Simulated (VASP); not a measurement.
# W (Im-3m) in VASP: a series of runs

Aim: see how the results for W move with the level of theory and the settings. Levels: LDA, r2SCAN. Tasks: single point.

Program: VASP 6.6.1. These are calculated values, not measurements. Logs are shortened: lines on timing, memory, paths and dates and some standing lists are left out, and cuts for length are marked.

**1. The cell of the first run**

It takes space group Im-3m (No. 229, cubic). The conventional cell has a = 3.135 Å, b = 3.135 Å, c = 3.135 Å, α = 90.00°, β = 90.00°, γ = 90.00°. W (site symmetry m-3m) has 14 W at 2.72 to 3.14 Å within 3.6 Å.

**2. Single point, LDA**

The input, INCAR:

```
SYSTEM = W
PREC = Accurate
ENCUT = 520
EDIFF = 1E-6
ISMEAR = 1
SIGMA = 0.1
LREAL = .FALSE.
LASPH = .TRUE.
NELM = 100
ALGO = Normal
ISIF = 2
LWAVE = .FALSE.
LCHARG = .TRUE.
GGA = CA
LELF = .TRUE.
LVHAR = .TRUE.
NBANDS = 13
```

The input, KPOINTS:

```
regular mesh
0
G
  24 24 24
  0 0 0
```

The input, POSCAR:

```
W
1.0
   -1.5675063756      1.5675063756      1.5675063756
    1.5675063756     -1.5675063756      1.5675063756
    1.5675063756      1.5675063756     -1.5675063756
W
1
Direct
    0.0000000000      0.0000000000      0.0000000000
```

Potentials or basis: VASP PAW LDA potentials, release 64 (W_sv).

The run is started by

```console
> cat potpaw_LDA.64/W_sv/POTCAR > POTCAR
> mpirun -np 1 vasp_std > vasp.out
```

OUTCAR:

```text
SYSTEM = W
   PREC = Accurate
   ENCUT = 520
   EDIFF = 1E-6
   ISMEAR = 1
   LREAL = .FALSE.
   LASPH = .TRUE.
   NELM = 100
   ISIF = 2
   GGA = CA

 ion  position               nearest neighbor table
   1  0.000  0.000  0.000-

  LATTYP: Found a body centered cubic cell.
 ALAT       =     3.1350127512

  Lattice vectors:

 A1 = (  -1.5675063756,   1.5675063756,   1.5675063756)
 A2 = (   1.5675063756,  -1.5675063756,   1.5675063756)
 A3 = (   1.5675063756,   1.5675063756,  -1.5675063756)

Analysis of symmetry for initial positions (statically):
=====================================================================
 Subroutine PRICEL returns:
 Original cell was already a primitive cell.

 Routine SETGRP: Setting up the symmetry group for a
 body centered cubic supercell.

 Subroutine GETGRP returns: Found 48 space group operations
 (whereof 48 operations were pure point group operations)
 out of a pool of 48 trial point group operations.

The static configuration has the point symmetry O_h .

Analysis of symmetry for dynamics (positions and initial velocities):
=====================================================================
 Subroutine PRICEL returns:
 Original cell was already a primitive cell.

 Routine SETGRP: Setting up the symmetry group for a
 body centered cubic supercell.

 Subroutine GETGRP returns: Found 48 space group operations
 (whereof 48 operations were pure point group operations)
 out of a pool of 48 trial point group operations.

The dynamic configuration has the point symmetry O_h .

 Subroutine INISYM returns: Found 48 space group operations
 (whereof 48 operations are pure point group operations),
 and found     1 'primitive' translations

----------------------------------------------------------------------------------------

                                     Primitive cell

  volume of cell :      15.4059

  direct lattice vectors                    reciprocal lattice vectors
    -1.567506376  1.567506376  1.567506376     0.000000000  0.318977969  0.318977969
     1.567506376 -1.567506376  1.567506376     0.318977969  0.000000000  0.318977969
     1.567506376  1.567506376 -1.567506376     0.318977969  0.318977969  0.000000000

  length of vectors
     2.715000684  2.715000684  2.715000684     0.451102970  0.451102970  0.451102970

  position of ions in fractional coordinates (direct lattice)
     0.000000000  0.000000000  0.000000000

  ion indices of the primitive-cell ions
   primitive index   ion index
                 1           1

----------------------------------------------------------------------------------------

 KPOINTS: regular mesh

Automatic generation of k-mesh.
 Grid dimensions read from file:
 generate k-points for:   24   24   24

 Generating k-lattice:

  Cartesian coordinates                     Fractional coordinates (reciprocal lattice)
     0.000000000  0.013290749  0.013290749     0.041666667  0.000000000  0.000000000
     0.013290749  0.000000000  0.013290749     0.000000000  0.041666667  0.000000000
     0.013290749  0.013290749  0.000000000     0.000000000  0.000000000  0.041666667

  Length of vectors
     0.018795957  0.018795957  0.018795957

  Shift w.r.t. Gamma in fractional coordinates (k-lattice)
     0.000000000  0.000000000  0.000000000

 Subroutine IBZKPT returns following result:
 ===========================================

 Found    413 irreducible k-points:

 Following reciprocal coordinates:
            Coordinates               Weight
  0.000000  0.000000  0.000000      1.000000
  0.041667  0.000000  0.000000     12.000000
  0.083333  0.000000  0.000000     12.000000
  0.125000  0.000000  0.000000     12.000000
  0.166667  0.000000  0.000000     12.000000
  0.208333  0.000000  0.000000     12.000000
[... 16 lines left out ...]
  0.416667  0.041667  0.000000     48.000000
  0.458333  0.041667  0.000000     48.000000
 [... further k-points ...]
   k-points           NKPTS =    413   k-points in BZ     NKDIM =    413   number of bands    NBANDS=     13
   number of dos      NEDOS =    301   number of ions     NIONS =      1
   total plane-waves  NPLWV =   8000
   dimension x,y,z NGX =    20 NGY =   20 NGZ =   20
   dimension x,y,z NGXF=    40 NGYF=   40 NGZF=   40
   ions per type =               1
   NGX,Y,Z   is equivalent  to a cutoff of  12.25, 12.25, 12.25 a.u.
   NGXF,Y,Z  is equivalent  to a cutoff of  24.49, 24.49, 24.49 a.u.
 SYSTEM =  W
   PREC   = accura    normal or accurate (medium, high low for compatibility)
   ISTART =      0    job   : 0-new  1-cont  2-samecut
   ICHARG =      2    charge: 1-file 2-atom 10-const
   ISPIN  =      1    spin polarized calculation?
   LNONCOLLINEAR =      F non collinear calculations
   LSORBIT =      F    spin-orbit coupling
   LASPH  =      T    aspherical Exc in radial PAW
   ENCUT  =  520.0 eV  38.22 Ry    6.18 a.u.   5.05  5.05  5.05*2*pi/ulx,y,z
   NELM   =    100;   NELMIN=  2; NELMDL= -5     # of ELM steps
   EDIFF  = 0.1E-05   stopping-criterion for ELM
   LREAL  =      F    real-space projection
   EDIFFG = 0.1E-04   stopping-criterion for IOM
   NSW    =      0    number of steps for IOM
   IBRION =     -1    ionic relax: 0-MD 1-quasi-New 2-CG
   NFREE  =      0    steps in history (QN), initial steepest desc. (CG)
   ISIF   =      2    stress and relaxation
   ISYM   =      2    0-nonsym 1-usesym 2-fastsym
   POTIM  = 0.5000    time-step for ionic-motion
   TEBEG  =    0.0;   TEEND  =   0.0 temperature during run
   PSTRESS=    0.0 pullay stress
   NELECT =      14.0000    total number of electrons
   NUPDOWN=      -1.0000    fix difference up-down
   EMIN   =  10.00;   EMAX   =-10.00  energy-range for DOS
   EFERMI =   0.00;   METHOD = LEGACY
   ISMEAR =     1;   SIGMA  =   0.10  broadening in eV -4-tet -1-fermi 0-gaus
   EFERMI_NEDOS =   21; number of points for ismear=-14 and -15
   IALGO  =     38    algorithm
   IMIX   =      4    mixing-type and parameters
     AMIX     =   0.40;   BMIX     =  1.00
     AMIX_MAG =   1.60;   BMIX_MAG =  1.00
  volume/ion in A,a.u.               =      15.41       103.96
  Fermi-wavevector in a.u.,A,eV,Ry     =   1.585702  2.996542 34.211174  2.514450
  Thomas-Fermi vector in A             =   2.685126
   LORBIT       =      0    0 simple, 1 ext, 2 COOP (PROOUT), +10 PAW based schemes
   GGA     = CA    functional components
   LHFCALC =     F    Hartree Fock is set to
   AEXX    =    0.0000 exact exchange contribution
   IVDW    =     0    specifies the selected vdW correction
   LEPSILON=     F    determine dielectric tensor
   LRPA    =     F    only Hartree local field effects (RPA)
 non-spin polarized calculation
 Methfessel and Paxton  Order N= 1 SIGMA  =   0.10
  energy-cutoff  :      520.00
  volume of cell :       15.41
 maximum number of plane-waves:       430
   NGX =  9   NGY =  9   NGZ =  9

 number of electron      14.0000004 magnetization

 Free energy of the ion-electron system (eV)
  ---------------------------------------------------
  ext. energy  EPLUGINS =         0.00000000
  ---------------------------------------------------
  free energy    TOTEN  =       -14.10598183 eV

  energy without entropy =      -14.10622558  energy(sigma->0) =      -14.10606308

 E-fermi :  11.8154     XC(G=0): -13.9902

 val. band max:       11.8083365633   @ k =  -0.1667   0.2500   0.0833
 cond. band min:      11.8327614872   @ k =  -0.2917   0.2917   0.2917
 fundamental gap:      0.0244249239
 Fermi energy:        11.8154043174

 k-point     1 :       0.0000    0.0000    0.0000
  band No.  band energies     occupation
      1     -61.9731      2.00000
      2     -25.7354      2.00000
      3     -25.7354      2.00000
      4     -25.7354      2.00000
      5       2.0396      2.00000
      6      10.4292      2.00000
      7      10.4292      2.00000
      8      10.4292      2.00000
      9      13.9949      0.00000
     10      13.9949      0.00000
     11      26.3773      0.00000
     12      26.3773      0.00000
     13      26.3773      0.00000

 k-point     2 :       0.0417    0.0000    0.0000
  band No.  band energies     occupation
      1     -61.9705      2.00000
      2     -25.7622      2.00000
      3     -25.7437      2.00000
      4     -25.7356      2.00000
      5       2.1278      2.00000
      6      10.3751      2.00000
      7      10.4184      2.00000
      8      10.5138      2.00000
      9      13.9045      0.00000
     10      13.9950      0.00000
     11      26.4546      0.00000
     12      26.5258      0.00000
     13      26.6015      0.00000

 k-point     3 :       0.0833    0.0000    0.0000
  band No.  band energies     occupation
      1     -61.9627      2.00000
      2     -25.8402      2.00000
      3     -25.7678      2.00000
      4     -25.7360      2.00000
      5       2.3866      2.00000
      6      10.2206      2.00000
      7      10.3768      2.00000
      8      10.7665      2.00000
      9      13.6802     -0.00000
     10      13.9981      0.00000
     11      26.6676      0.00000
     12      26.9632      0.00000
     13      27.2192      0.00000
[... 305 lines left out ...]
 k-point    23 :       0.4167    0.0417    0.0000
  band No.  band energies     occupation
      1     -61.8213      2.00000
      2     -27.1165      2.00000
      3     -26.1908      2.00000
      4     -25.7552      2.00000
      5       5.3886      2.00000
      6       8.1037      2.00000
      7      11.9132     -0.04532
      8      13.9771      0.00000
      9      14.9120      0.00000
     10      17.6806      0.00000
     11      23.6452      0.00000
     12      23.9164      0.00000
     13      29.6813      0.00000

 k-point    24 :       0.4583    0.0417    0.0000
  band No.  band energies     occupation
      1     -61.8160      2.00000
      2     -27.1604      2.00000
      3     -26.2065      2.00000
      4     -25.7556      2.00000
      5       5.3625      2.00000
      6       8.0399      2.00000
      7      12.4077     -0.00000
      8      13.9027      0.00000
      9      15.0149      0.00000
     10      18.1674      0.00000
     11      23.2418      0.00000
     12      23.5662      0.00000
     13      29.0277      0.00000

 [... further k-points ...]
[... 5 lines left out ...]
  --------------------------------------------------------------------------------------
  -------------------------------------------------------------------------------------
  Total        0.1869739      0.1869739      0.1869739     -0.0000000     -0.0000000     -0.0000000
  in kB       19.4448025     19.4448025     19.4448025     -0.0000000     -0.0000000     -0.0000000
  external PRESSURE =      19.4448025 kB  Pullay stress =       0.0000000 kB

 VOLUME and BASIS-vectors are now :
 -----------------------------------------------------------------------------
  energy-cutoff  :      520.00
  volume of cell :       15.41
      direct lattice vectors                 reciprocal lattice vectors
    -1.567506376  1.567506376  1.567506376     0.000000000  0.318977969  0.318977969
     1.567506376 -1.567506376  1.567506376     0.318977969  0.000000000  0.318977969
     1.567506376  1.567506376 -1.567506376     0.318977969  0.318977969  0.000000000

 POSITION                                       TOTAL-FORCE (eV/Angst)
 -----------------------------------------------------------------------------------
      0.00000      0.00000      0.00000         0.000000     -0.000000     -0.000000
 -----------------------------------------------------------------------------------
    total drift:                                0.000000     -0.000000      0.000000

  FREE ENERGIE OF THE ION-ELECTRON SYSTEM (eV)
  ---------------------------------------------------
  free  energy   TOTEN  =       -14.1059818309 eV

  energy  without entropy=      -14.1062255823  energy(sigma->0) =      -14.10606308
```

Wall time 40 s (1 thread of Intel Xeon Platinum 8259CL at 2.50GHz (Skylake/Cascade Lake), shared host); peak memory 0.18 GiB.

What came out:

```
Free energy            : -14.1060 eV
Pressure               : 1.9 GPa
Band gap on the k mesh : zero (bands 7 and 8 overlap by 6.67 eV)
```

Caveat: spin-orbit coupling is left out, which moves the levels of the heavy elements.

(Part 1 of 2 ends here.)
